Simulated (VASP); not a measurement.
# TaN (R-3m) in VASP: a series of runs

The runs below take TaN through single point, with PBE.

Program: VASP 6.6.1. These are calculated values, not measurements. Logs are shortened: lines on timing, memory, paths and dates and some standing lists are left out, and cuts for length are marked.

### 1 The cell of the first run

The structure is trigonal, space group R-3m (No. 166). The conventional cell has a = 3.318 Å, b = 3.318 Å, c = 6.775 Å, α = 90.00°, β = 90.00°, γ = 120.00°. Ta (site symmetry -3m) has 6 N at 2.22 Å and 6 Ta at 2.96 Å within 3.0 Å. N (site symmetry -3m) has 6 Ta at 2.22 Å and 6 N at 2.96 Å within 3.0 Å.

### 2 Single point, PBE (10.77 Å³/atom)

File INCAR:

```
PREC = Accurate ; ENCUT = 700
EDIFF = 1E-6 ; ISMEAR = 0
SIGMA = 0.15 ; LREAL = False
LASPH = True ; NELM = 120
ALGO = Normal ; ISIF = 2
LWAVE = False ; LCHARG = False
GGA = PE ; NBANDS = 16
GGA_COMPAT = False
```

File KPOINTS:

```
Automatic mesh
0
Gamma
  20 20 20
```

File POSCAR:

```
TaN
1.0
   -0.2602739138      2.0859452611      2.0859452611
    2.0859452611     -0.2602739138      2.0859452611
    2.0859452611      2.0859452611     -0.2602739138
Ta N
1 1
Direct
    0.5000000000      0.5000000000      0.5000000000
    0.0000000000      0.0000000000      0.0000000000
```

Potentials or basis: VASP PAW PBE potentials, release 64 (Ta_sv_GW, N).

Launch:

```bash
cat potpaw_PBE.64/Ta_sv_GW/POTCAR potpaw_PBE.64/N/POTCAR > POTCAR
mpirun -np 1 vasp_std > vasp.out
```

OUTCAR:

```text
PREC = Accurate
   ENCUT = 700
   EDIFF = 1E-6
   ISMEAR = 0
   LREAL = False
   LASPH = True
   NELM = 120
   ISIF = 2
   GGA = PE

 ion  position               nearest neighbor table
   1  0.500  0.500  0.500-   2 2.22   2 2.22   2 2.22   2 2.22   2 2.22   2 2.22
   2  0.000  0.000  0.000-   1 2.22   1 2.22   1 2.22   1 2.22   1 2.22   1 2.22

  LATTYP: Found a trigonal (rhomboedric) cell.
 ALAT       =     2.9614317103
 COS(alpha) =     0.3723266135

  Lattice vectors:

 A1 = (  -0.2602739138,   2.0859452611,   2.0859452611)
 A2 = (   2.0859452611,  -0.2602739138,   2.0859452611)
 A3 = (   2.0859452611,   2.0859452611,  -0.2602739138)

Analysis of symmetry for initial positions (statically):
=====================================================================
 Subroutine PRICEL returns:
 Original cell was already a primitive cell.

 Routine SETGRP: Setting up the symmetry group for a
 trigonal (rhombohedral) supercell.

 Subroutine GETGRP returns: Found 12 space group operations
 (whereof 12 operations were pure point group operations)
 out of a pool of 12 trial point group operations.

The static configuration has the point symmetry D_3d.

Analysis of symmetry for dynamics (positions and initial velocities):
=====================================================================
 Subroutine PRICEL returns:
 Original cell was already a primitive cell.

 Routine SETGRP: Setting up the symmetry group for a
 trigonal (rhombohedral) supercell.

 Subroutine GETGRP returns: Found 12 space group operations
 (whereof 12 operations were pure point group operations)
 out of a pool of 12 trial point group operations.

The dynamic configuration has the point symmetry D_3d.

 Subroutine INISYM returns: Found 12 space group operations
 (whereof 12 operations are pure point group operations),
 and found     1 'primitive' translations

----------------------------------------------------------------------------------------

                                     Primitive cell

  volume of cell :      21.5324

  direct lattice vectors                    reciprocal lattice vectors
    -0.260273914  2.085945261  2.085945261    -0.198928835  0.227288806  0.227288806
     2.085945261 -0.260273914  2.085945261     0.227288806 -0.198928835  0.227288806
     2.085945261  2.085945261 -0.260273914     0.227288806  0.227288806 -0.198928835

  length of vectors
     2.961431710  2.961431710  2.961431710     0.378012015  0.378012015  0.378012015

  position of ions in fractional coordinates (direct lattice)
     0.500000000  0.500000000  0.500000000
     0.000000000  0.000000000  0.000000000

  ion indices of the primitive-cell ions
   primitive index   ion index
                 1           1
                 2           2

----------------------------------------------------------------------------------------

 KPOINTS: Automatic mesh

Automatic generation of k-mesh.
 Grid dimensions read from file:
 generate k-points for:   20   20   20

 Generating k-lattice:

  Cartesian coordinates                     Fractional coordinates (reciprocal lattice)
    -0.009946442  0.011364440  0.011364440     0.050000000  0.000000000  0.000000000
     0.011364440 -0.009946442  0.011364440     0.000000000  0.050000000  0.000000000
     0.011364440  0.011364440 -0.009946442     0.000000000  0.000000000  0.050000000

  Length of vectors
     0.018900601  0.018900601  0.018900601

  Shift w.r.t. Gamma in fractional coordinates (k-lattice)
     0.000000000  0.000000000  0.000000000

 Subroutine IBZKPT returns following result:
 ===========================================

 Found    781 irreducible k-points:

 Following reciprocal coordinates:
            Coordinates               Weight
  0.000000  0.000000  0.000000      1.000000
  0.050000 -0.000000 -0.000000      6.000000
  0.100000  0.000000 -0.000000      6.000000
  0.150000 -0.000000 -0.000000      6.000000
  0.200000  0.000000 -0.000000      6.000000
  0.250000 -0.000000 -0.000000      6.000000
[... 16 lines left out ...]
 -0.400000  0.050000 -0.000000     12.000000
 -0.350000  0.050000 -0.000000     12.000000
 [... further k-points ...]
   k-points           NKPTS =    781   k-points in BZ     NKDIM =    781   number of bands    NBANDS=     16
   number of dos      NEDOS =    301   number of ions     NIONS =      2
   total plane-waves  NPLWV =  21952
   dimension x,y,z NGX =    28 NGY =   28 NGZ =   28
   dimension x,y,z NGXF=    56 NGYF=   56 NGZF=   56
   ions per type =               1   1
   NGX,Y,Z   is equivalent  to a cutoff of  15.72, 15.72, 15.72 a.u.
   NGXF,Y,Z  is equivalent  to a cutoff of  31.44, 31.44, 31.44 a.u.
 SYSTEM =  unknown system
   PREC   = accura    normal or accurate (medium, high low for compatibility)
   ISTART =      0    job   : 0-new  1-cont  2-samecut
   ICHARG =      2    charge: 1-file 2-atom 10-const
   ISPIN  =      1    spin polarized calculation?
   LNONCOLLINEAR =      F non collinear calculations
   LSORBIT =      F    spin-orbit coupling
   LASPH  =      T    aspherical Exc in radial PAW
   ENCUT  =  700.0 eV  51.45 Ry    7.17 a.u.   6.39  6.39  6.39*2*pi/ulx,y,z
   NELM   =    120;   NELMIN=  2; NELMDL= -5     # of ELM steps
   EDIFF  = 0.1E-05   stopping-criterion for ELM
   LREAL  =      F    real-space projection
   EDIFFG = 0.1E-04   stopping-criterion for IOM
   NSW    =      0    number of steps for IOM
   IBRION =     -1    ionic relax: 0-MD 1-quasi-New 2-CG
   NFREE  =      0    steps in history (QN), initial steepest desc. (CG)
   ISIF   =      2    stress and relaxation
   ISYM   =      2    0-nonsym 1-usesym 2-fastsym
   POTIM  = 0.5000    time-step for ionic-motion
   TEBEG  =    0.0;   TEEND  =   0.0 temperature during run
   PSTRESS=    0.0 pullay stress
   NELECT =      18.0000    total number of electrons
   NUPDOWN=      -1.0000    fix difference up-down
   EMIN   =  10.00;   EMAX   =-10.00  energy-range for DOS
   EFERMI =   0.00;   METHOD = LEGACY
   ISMEAR =     0;   SIGMA  =   0.15  broadening in eV -4-tet -1-fermi 0-gaus
   EFERMI_NEDOS =   21; number of points for ismear=-14 and -15
   IALGO  =     38    algorithm
   IMIX   =      4    mixing-type and parameters
     AMIX     =   0.40;   BMIX     =  1.00
     AMIX_MAG =   1.60;   BMIX_MAG =  1.00
  volume/ion in A,a.u.               =      10.77        72.65
  Fermi-wavevector in a.u.,A,eV,Ry     =   1.542178  2.914294 32.358915  2.378313
  Thomas-Fermi vector in A             =   2.648019
   LORBIT       =      0    0 simple, 1 ext, 2 COOP (PROOUT), +10 PAW based schemes
   GGA     = PE    functional components
   LHFCALC =     F    Hartree Fock is set to
   AEXX    =    0.0000 exact exchange contribution
   IVDW    =     0    specifies the selected vdW correction
   LEPSILON=     F    determine dielectric tensor
   LRPA    =     F    only Hartree local field effects (RPA)
 non-spin polarized calculation
 Gauss-broadening in eV      SIGMA  =   0.15
  energy-cutoff  :      700.00
  volume of cell :       21.53
 maximum number of plane-waves:       925
 NGX is ok and might be reduce to    28
   NGX = 13   NGY = 13   NGZ = 13

 number of electron      18.0000001 magnetization

 Free energy of the ion-electron system (eV)
  ---------------------------------------------------
  ext. energy  EPLUGINS =         0.00000000
  ---------------------------------------------------
  free energy    TOTEN  =       -24.13193151 eV

  energy without entropy =      -24.12142802  energy(sigma->0) =      -24.12667977

 E-fermi :  13.3335     XC(G=0): -13.7117

 val. band max:       13.3327150068   @ k =   0.3000   0.1500   0.0500
 cond. band min:      13.3335804341   @ k =  -0.2000   0.3500   0.1000
 fundamental gap:      0.0008654273
 Fermi energy:        13.3335123838

 k-point     1 :       0.0000    0.0000    0.0000
  band No.  band energies     occupation
      1     -56.0450      2.00000
      2     -22.2719      2.00000
      3     -22.2719      2.00000
      4     -22.0313      2.00000
      5      -5.0591      2.00000
      6       9.7387      2.00000
[... 8 lines left out ...]
     15      23.3531      0.00000
     16      35.7014      0.00000

 k-point     2 :       0.0500   -0.0000   -0.0000
  band No.  band energies     occupation
      1     -56.0438      2.00000
      2     -22.2881      2.00000
      3     -22.2717      2.00000
      4     -22.0385      2.00000
      5      -5.0034      2.00000
      6       9.3094      2.00000
[... 8 lines left out ...]
     15      23.4960      0.00000
     16      34.5163      0.00000

 k-point     3 :       0.1000    0.0000   -0.0000
  band No.  band energies     occupation
      1     -56.0403      2.00000
      2     -22.3383      2.00000
      3     -22.2710      2.00000
      4     -22.0560      2.00000
      5      -4.8399      2.00000
      6       8.5297      2.00000
[... 8 lines left out ...]
     15      23.8986      0.00000
     16      32.8219      0.00000

 k-point     4 :       0.1500   -0.0000   -0.0000
  band No.  band energies     occupation
      1     -56.0348      2.00000
      2     -22.4225      2.00000
      3     -22.2700      2.00000
      4     -22.0758      2.00000
      5      -4.5793      2.00000
      6       7.6587      2.00000
[... 8 lines left out ...]
     15      24.4726      0.00000
     16      31.3289      0.00000
[... 324 lines left out ...]
 k-point    22 :      -0.4500    0.0500   -0.0000
  band No.  band energies     occupation
      1     -55.9952      2.00000
      2     -23.0341      2.00000
      3     -22.2744      2.00000
      4     -22.1545      2.00000
      5      -2.3218      2.00000
      6       3.4860      2.00000
[... 8 lines left out ...]
     15      24.1481      0.00000
     16      24.7010      0.00000

 k-point    23 :      -0.4000    0.0500   -0.0000
  band No.  band energies     occupation
      1     -55.9984      2.00000
      2     -22.9856      2.00000
      3     -22.2774      2.00000
      4     -22.1499      2.00000
      5      -2.5329      2.00000
      6       3.7882      2.00000
[... 8 lines left out ...]
     15      24.2241      0.00000
     16      25.0617      0.00000

 k-point    24 :      -0.3500    0.0500   -0.0000
  band No.  band energies     occupation
      1     -56.0036      2.00000
      2     -22.9052      2.00000
      3     -22.2802      2.00000
      4     -22.1421      2.00000
      5      -2.8682      2.00000
      6       4.2855      2.00000
[... 8 lines left out ...]
     15      24.3729      0.00000
     16      25.8245      0.00000

 [... further k-points ...]

------------------------ aborting loop because EDIFF is reached ----------------------------------------

  FORCE on cell =-STRESS in cart. coord.  units (eV):
  Direction    XX          YY          ZZ          XY          YZ          ZX
  --------------------------------------------------------------------------------------
  -------------------------------------------------------------------------------------
  Total        0.1412803      0.1412803      0.1412803      1.4021273      1.4021273      1.4021273
  in kB       10.5123260     10.5123260     10.5123260    104.3288927    104.3288927    104.3288927
  external PRESSURE =      10.5123260 kB  Pullay stress =       0.0000000 kB

 VOLUME and BASIS-vectors are now :
 -----------------------------------------------------------------------------
  energy-cutoff  :      700.00
  volume of cell :       21.53
      direct lattice vectors                 reciprocal lattice vectors
    -0.260273914  2.085945261  2.085945261    -0.198928835  0.227288806  0.227288806
     2.085945261 -0.260273914  2.085945261     0.227288806 -0.198928835  0.227288806
     2.085945261  2.085945261 -0.260273914     0.227288806  0.227288806 -0.198928835

 POSITION                                       TOTAL-FORCE (eV/Angst)
 -----------------------------------------------------------------------------------
      1.95581      1.95581      1.95581         0.000000      0.000000     -0.000000
      0.00000      0.00000      0.00000        -0.000000      0.000000      0.000000
 -----------------------------------------------------------------------------------
    total drift:                                0.000000      0.000000      0.000000

  FREE ENERGIE OF THE ION-ELECTRON SYSTEM (eV)
  ---------------------------------------------------
  free  energy   TOTEN  =       -24.1319315137 eV

  energy  without entropy=      -24.1214280192  energy(sigma->0) =      -24.12667977
```

It took 6.2 min on 1 thread of Intel Xeon Platinum 8259CL at 2.50GHz (Skylake/Cascade Lake), shared host; peak memory 0.55 GiB.

What came out:

| Property | Result |
| --- | --- |
| Free energy | -24.1319 eV |
| Pressure | 1.1 GPa |
| Band gap on the k mesh | zero (bands 9 and 10 overlap by 5.54 eV) |

Caveat: spin-orbit coupling is left out, which moves the levels of the heavy elements.

### 3 Single point, PBE (10.77 Å³/atom)

File INCAR:

```
PREC = Accurate
ENCUT = 700
EDIFF = 1E-6
ISMEAR = 0
SIGMA = 0.15
LREAL = F
LASPH = T
NELM = 120
ALGO = Normal
ISIF = 2
LWAVE = F
LCHARG = F
GGA = PE
NBANDS = 16
GGA_COMPAT = F
```

KPOINTS is that of step 2.

File POSCAR:

```
TaN
1.0
    0.1360959164      2.2782142223      2.2782142223
    2.2782142223      0.1360959164      2.2782142223
    2.2782142223      2.2782142223      0.1360959164
Ta N
1 1
Direct
    0.5000000000      0.5000000000      0.5000000000
    0.0000000000      0.0000000000      0.0000000000
```

Potentials or basis: VASP PAW PBE potentials, release 64 (Ta_sv_GW, N).

Launch:

```bash
cat potpaw_PBE.64/Ta_sv_GW/POTCAR potpaw_PBE.64/N/POTCAR > POTCAR
mpirun -np 1 vasp_std > vasp.out
```

Run time: 5.9 min. Hardware: 1 thread of Intel Xeon Platinum 8259CL at 2.50GHz (Skylake/Cascade Lake), shared host; peak memory 0.56 GiB.

Results (log left out):

| Item | Value |
| --- | --- |
| Free energy | -24.3252 eV |
| Pressure | 0.6 GPa |
| Band gap on the k mesh | zero (bands 9 and 10 overlap by 3.09 eV) |

Stress tensor (GPa, compression positive):
```
 0.59 -3.06 -3.06
-3.06  0.59 -3.06
-3.06 -3.06  0.59
```

Levels at points of the mesh, in eV from the Fermi level:
| k point | band 6 | band 7 | band 8 | band 9 | band 10 | band 11 | band 12 | band 13 |
| --- | --- | --- | --- | --- | --- | --- | --- | --- |
| (0.00, 0.00, 0.00) | -4.01 | -3.44 | -3.44 | -2.99 | -1.59 | -1.59 | 0.31 | 0.31 |
| (0.50, 0.00, 0.00) | -10.11 | -7.94 | -7.04 | 0.62 | 2.84 | 3.01 | 3.81 | 7.43 |
| (0.50, 0.50, 0.00) | -6.52 | -5.29 | -4.69 | -4.21 | 2.04 | 3.25 | 3.80 | 4.36 |
| (0.50, 0.50, 0.50) | -10.25 | -6.77 | -6.77 | 1.50 | 1.51 | 1.51 | 4.29 | 6.93 |

Caveat: spin-orbit coupling is left out, which moves the levels of the heavy elements.

### 4 Single point, PBE (10.34 Å³/atom)

This run uses another cell than the first one, of 10.34 Å³/atom.

INCAR is that of step 3.

File KPOINTS:

```
regular mesh
0
Gamma
  20 20 20
```

File POSCAR:

```
TaN
1.0
    0.2727980694      2.3228837609      2.3228837609
    2.3228837609      0.2727980694      2.3228837609
    2.3228837609      2.3228837609      0.2727980694
Ta N
1 1
Direct
    0.5000000000      0.5000000000      0.5000000000
    0.0000000000      0.0000000000      0.0000000000
```

Launch:

```bash
cat potpaw_PBE.64/Ta_sv_GW/POTCAR potpaw_PBE.64/N/POTCAR > POTCAR
mpirun -np 1 vasp_std > vasp.out
```

It took 3.3 min on 1 thread of AMD EPYC 9R45 (Zen 5), shared host; peak memory 0.51 GiB.

It converged, with:

* Free energy: -24.1661 eV
* Pressure: 16.5 GPa
* Band gap on the k mesh: zero (bands 9 and 10 overlap by 2.26 eV)

Stress tensor (GPa, compression positive):
```
16.49 -6.33 -6.33
-6.33 16.49 -6.33
-6.33 -6.33 16.49
```

Levels at points of the mesh, in eV from the Fermi level:
| k point | band 7 | band 8 | band 9 | band 10 | band 11 | band 12 |
| --- | --- | --- | --- | --- | --- | --- |
| (0.00, 0.00, 0.00) | -3.80 | -2.73 | -2.73 | -1.11 | -1.11 | 1.18 |
| (0.50, 0.00, 0.00) | -8.28 | -6.39 | -0.32 | 4.27 | 4.45 | 4.67 |
| (0.50, 0.50, 0.00) | -5.27 | -4.43 | -3.53 | 2.30 | 3.21 | 4.62 |
| (0.50, 0.50, 0.50) | -5.88 | -5.88 | 1.14 | 1.63 | 1.63 | 5.48 |

Caveat: the cell stands under pressure; spin-orbit coupling is left out, which moves the levels of the heavy elements.

### 5 The runs side by side

| cell | gap on the mesh (eV) | pressure (GPa) |
| --- | --- | --- |
| a = 2.961 Å, angles 68.1°, 2 atoms | none | 1.1 |
| a = 3.225 Å, angles 56.0°, 2 atoms | none | 0.6 |
| a = 3.296 Å, angles 52.2°, 2 atoms | none | 16.5 |

Alike in all rows: task single point; level PBE; potentials or basis VASP PAW PBE potentials, release 64 (Ta_sv_GW, N); no spin polarisation; k mesh 20 × 20 × 20; cutoff (eV) 700; smearing gaussian 0.15 eV.

Caveats: spin-orbit coupling is left out, which moves the levels of the heavy elements; the cell stands under pressure (at least some runs).

Absolute energies hang on the potentials; compare differences alone.
